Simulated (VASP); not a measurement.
# N in VASP: further runs

Runs on N. Level: PBE+D3(BJ). Tasks: single point.

Everything below comes from runs of VASP 6.6.1. Logs are shortened: lines on timing, memory, paths and dates and some standing lists are left out, and cuts for length are marked.

## 1. The cell of the first run

The structure is cubic, space group Fm-3m (No. 225). Conventional cell: a = 2.952 Å, b = 2.952 Å, c = 2.952 Å, α = 90.00°, β = 90.00°, γ = 90.00°. N (site symmetry m-3m) has 12 N at 2.09 Å within 2.8 Å.

## 2. Single point, PBE+D3(BJ) (strain -0.050 along x and y, -0.050 along z)

File INCAR:

```
ALGO = Normal ; EDIFF = 1E-6
ENCUT = 520 ; GGA = PE
ISIF = 2 ; ISMEAR = 0
IVDW = 12 ; LASPH = True
LCHARG = False ; LREAL = False
LWAVE = False ; NBANDS = 8
NELM = 100 ; PREC = Accurate
SIGMA = 0.15
```

File KPOINTS:

```
k-points
0
Gamma
  26 26 26
```

File POSCAR:

```
N
1.0
    0.0000000000      1.4761181795      1.4761181795
    1.4761181795      0.0000000000      1.4761181795
    1.4761181795      1.4761181795      0.0000000000
N
1
Direct
    0.0000000000      0.0000000000      0.0000000000
```

Potentials or basis: VASP PAW PBE potentials, release 64 (N).

Command:

```
cat potpaw_PBE.64/N/POTCAR > POTCAR
mpirun -np 1 vasp_std > vasp.out
```

OUTCAR:

```text
EDIFF = 1E-6
   ENCUT = 520
   GGA = PE
   ISIF = 2
   ISMEAR = 0
   IVDW = 12
   LASPH = True
   LREAL = False
   NELM = 100
   PREC = Accurate
 IVDW          = 12

 ion  position               nearest neighbor table
   1  0.000  0.000  0.000-

  LATTYP: Found a face centered cubic cell.
 ALAT       =     2.9522363590

  Lattice vectors:

 A1 = (   0.0000000000,   1.4761181795,   1.4761181795)
 A2 = (   1.4761181795,   0.0000000000,   1.4761181795)
 A3 = (   1.4761181795,   1.4761181795,   0.0000000000)

Analysis of symmetry for initial positions (statically):
=====================================================================
 Subroutine PRICEL returns:
 Original cell was already a primitive cell.

 Routine SETGRP: Setting up the symmetry group for a
 face centered cubic supercell.

 Subroutine GETGRP returns: Found 48 space group operations
 (whereof 48 operations were pure point group operations)
 out of a pool of 48 trial point group operations.

The static configuration has the point symmetry O_h .

Analysis of symmetry for dynamics (positions and initial velocities):
=====================================================================
 Subroutine PRICEL returns:
 Original cell was already a primitive cell.

 Routine SETGRP: Setting up the symmetry group for a
 face centered cubic supercell.

 Subroutine GETGRP returns: Found 48 space group operations
 (whereof 48 operations were pure point group operations)
 out of a pool of 48 trial point group operations.

The dynamic configuration has the point symmetry O_h .

 Subroutine INISYM returns: Found 48 space group operations
 (whereof 48 operations are pure point group operations),
 and found     1 'primitive' translations

----------------------------------------------------------------------------------------

                                     Primitive cell

  volume of cell :       6.4327

  direct lattice vectors                    reciprocal lattice vectors
     0.000000000  1.476118180  1.476118180    -0.338726267  0.338726267  0.338726267
     1.476118180  0.000000000  1.476118180     0.338726267 -0.338726267  0.338726267
     1.476118180  1.476118180  0.000000000     0.338726267  0.338726267 -0.338726267

  length of vectors
     2.087546349  2.087546349  2.087546349     0.586691104  0.586691104  0.586691104

  position of ions in fractional coordinates (direct lattice)
     0.000000000  0.000000000  0.000000000

  ion indices of the primitive-cell ions
[... 75 lines left out ...]
   LREAL  =      F    real-space projection
   EDIFFG = 0.1E-04   stopping-criterion for IOM
   NSW    =      0    number of steps for IOM
   IBRION =     -1    ionic relax: 0-MD 1-quasi-New 2-CG
   NFREE  =      0    steps in history (QN), initial steepest desc. (CG)
   ISIF   =      2    stress and relaxation
   ISYM   =      2    0-nonsym 1-usesym 2-fastsym
   POTIM  = 0.5000    time-step for ionic-motion
   TEBEG  =    0.0;   TEEND  =   0.0 temperature during run
   PSTRESS=    0.0 pullay stress
   NELECT =       5.0000    total number of electrons
   NUPDOWN=      -1.0000    fix difference up-down
   EMIN   =  10.00;   EMAX   =-10.00  energy-range for DOS
   EFERMI =   0.00;   METHOD = LEGACY
   ISMEAR =     0;   SIGMA  =   0.15  broadening in eV -4-tet -1-fermi 0-gaus
   EFERMI_NEDOS =   21; number of points for ismear=-14 and -15
   IALGO  =     38    algorithm
   IMIX   =      4    mixing-type and parameters
     AMIX     =   0.40;   BMIX     =  1.00
     AMIX_MAG =   1.60;   BMIX_MAG =  1.00
  volume/ion in A,a.u.               =       6.43        43.41
  Fermi-wavevector in a.u.,A,eV,Ry     =   1.505221  2.844456 30.826602  2.265691
  Thomas-Fermi vector in A             =   2.616098
   LORBIT       =      0    0 simple, 1 ext, 2 COOP (PROOUT), +10 PAW based schemes
   GGA     = PE    functional components
   LHFCALC =     F    Hartree Fock is set to
   AEXX    =    0.0000 exact exchange contribution
   IVDW    =    12    specifies the selected vdW correction
   LEPSILON=     F    determine dielectric tensor
   LRPA    =     F    only Hartree local field effects (RPA)
 non-spin polarized calculation
 Gauss-broadening in eV      SIGMA  =   0.15
  energy-cutoff  :      520.00
  volume of cell :        6.43
 maximum number of plane-waves:       190
   NGX =  7   NGY =  7   NGZ =  7

 number of electron       5.0000001 magnetization

 Free energy of the ion-electron system (eV)
  ---------------------------------------------------
  ext. energy  EPLUGINS =         0.00000000
  ---------------------------------------------------
  free energy    TOTEN  =        -3.70870235 eV

  energy without entropy =       -3.70210875  energy(sigma->0) =       -3.70540555

 E-fermi :   7.6963     XC(G=0): -13.4916

 val. band max:        7.6900196325   @ k =  -0.4615   0.2308   0.1154
 cond. band min:       7.7141242455   @ k =   0.4231   0.3077   0.1154
 fundamental gap:      0.0241046131
 Fermi energy:         7.6963136091

 k-point     1 :       0.0000    0.0000    0.0000
  band No.  band energies     occupation
      1     -14.5645      2.00000
      2      12.6016      0.00000
      3      12.6016      0.00000
      4      12.6016      0.00000
      5      35.3456      0.00000
      6      41.6761      0.00000
      7      41.6761      0.00000
      8      41.6761      0.00000
[... 243 lines left out ...]
 k-point    24 :       0.3846    0.0385    0.0000
  band No.  band energies     occupation
      1      -8.9862      2.00000
      2       1.6097      2.00000
      3      11.1648      0.00000
      4      11.3451      0.00000
      5      32.7538      0.00000
      6      36.6076      0.00000
      7      39.8912      0.00000
      8      40.0770      0.00000

 [... further k-points ...]

------------------------ aborting loop because EDIFF is reached ----------------------------------------

 Edisp (eV)   -0.19049

 E8    (eV) :    -0.0477

  FORCE on cell =-STRESS in cart. coord.  units (eV):
  Direction    XX          YY          ZZ          XY          YZ          ZX
  --------------------------------------------------------------------------------------
  -------------------------------------------------------------------------------------
  Total       1.79778     1.79778     1.79778     0.00000     0.00000    -0.00000
  in kB     447.76846   447.76846   447.76846     0.00000     0.00000    -0.00000
  external pressure =      447.77 kB  Pullay stress =        0.00 kB

 VOLUME and BASIS-vectors are now :
 -----------------------------------------------------------------------------
  energy-cutoff  :      520.00
  volume of cell :        6.43
      direct lattice vectors                 reciprocal lattice vectors
     0.000000000  1.476118180  1.476118180    -0.338726267  0.338726267  0.338726267
     1.476118180  0.000000000  1.476118180     0.338726267 -0.338726267  0.338726267
     1.476118180  1.476118180  0.000000000     0.338726267  0.338726267 -0.338726267

 POSITION                                       TOTAL-FORCE (eV/Angst)
 -----------------------------------------------------------------------------------
      0.00000      0.00000      0.00000         0.000000     -0.000000      0.000000
 -----------------------------------------------------------------------------------
    total drift:                                0.000000      0.000000     -0.000000

  FREE ENERGIE OF THE ION-ELECTRON SYSTEM (eV)
  ---------------------------------------------------
  free  energy   TOTEN  =        -3.8991961277 eV

  energy  without entropy=       -3.8926025343  energy(sigma->0) =       -3.89589933
```

Run time: 15 s. Hardware: 1 thread of AMD EPYC 7R13 (Zen 3), shared host; peak memory 0.11 GiB.

Results:

```
Free energy                : -3.8992 eV
Pressure                   : 44.8 GPa
Dispersion energy per atom : -0.190 eV
```

Caveat: the cell differs from its parent crystal (strain -0.050 along x and y, -0.050 along z); pairwise dispersion overbinds metals, which lowers pressure and volume.

## 3. Single point, PBE+D3(BJ) (strain -0.050 along x and y, +0.000 along z)

File INCAR:

```
SYSTEM = N
ALGO     = Normal         ! electronic algorithm
EDIFF    = 1E-6           ! SCF threshold, eV
ENCUT    = 520            ! plane-wave cutoff, eV
GGA      = PE             ! functional
ISIF     = 2              ! what is computed and relaxed
ISMEAR   = 0              ! smearing method
IVDW     = 12             ! dispersion correction
LASPH    = .True.         ! aspherical terms in the spheres
LCHARG   = .False.        ! write CHGCAR
LREAL    = .False.        ! projectors in reciprocal space
LWAVE    = .False.        ! write WAVECAR
NBANDS   = 8              ! bands
NELM     = 80             ! most SCF steps
PREC     = Accurate       ! precision mode
SIGMA    = 0.15           ! smearing width, eV
```

File KPOINTS:

```
k-points
0
Gamma
  26 26 26
  0 0 0
```

File POSCAR:

```
N
1.0
    0.0000000000      1.4761181795      1.5538086100
    1.4761181795      0.0000000000      1.5538086100
    1.4761181795      1.4761181795      0.0000000000
N
1
Direct
    0.0000000000      0.0000000000      0.0000000000
```

Potentials or basis: VASP PAW PBE potentials, release 64 (N).

Command:

```
cat potpaw_PBE.64/N/POTCAR > POTCAR
mpirun -np 1 vasp_std > vasp.out
```

Wall time 39 s (1 thread of AMD EPYC 7R13 (Zen 3), shared host); peak memory 0.14 GiB.

The run converged. Its results:

| Quantity | Value |
| --- | --- |
| Free energy | -3.9842 eV |
| Pressure | 22.9 GPa |
| Dispersion energy per atom | -0.187 eV |

Stress tensor (GPa, compression positive):
```
15.57  0.00  0.00
 0.00 15.57  0.00
 0.00  0.00 37.55
```

Levels at points of the mesh, in eV from the Fermi level:
| k point | band 1 | band 2 | band 3 | band 4 | band 5 | band 6 | band 7 |
| --- | --- | --- | --- | --- | --- | --- | --- |
| (0.00, 0.00, 0.00) | -21.51 | 4.53 | 4.67 | 4.67 | 26.25 | 32.86 | 33.64 |
| (0.50, 0.00, 0.00) | -13.69 | -9.22 | 2.86 | 3.68 | 23.53 | 28.72 | 29.98 |
| (0.50, 0.50, 0.00) | -11.50 | -8.01 | 0.71 | 0.71 | 16.47 | 19.93 | 34.23 |
| (0.50, 0.00, 0.50) | -10.33 | -7.35 | -0.41 | 0.17 | 15.19 | 18.71 | 35.53 |

Caveat: the cell differs from its parent crystal (strain -0.050 along x and y, +0.000 along z); pairwise dispersion overbinds metals, which lowers pressure and volume.
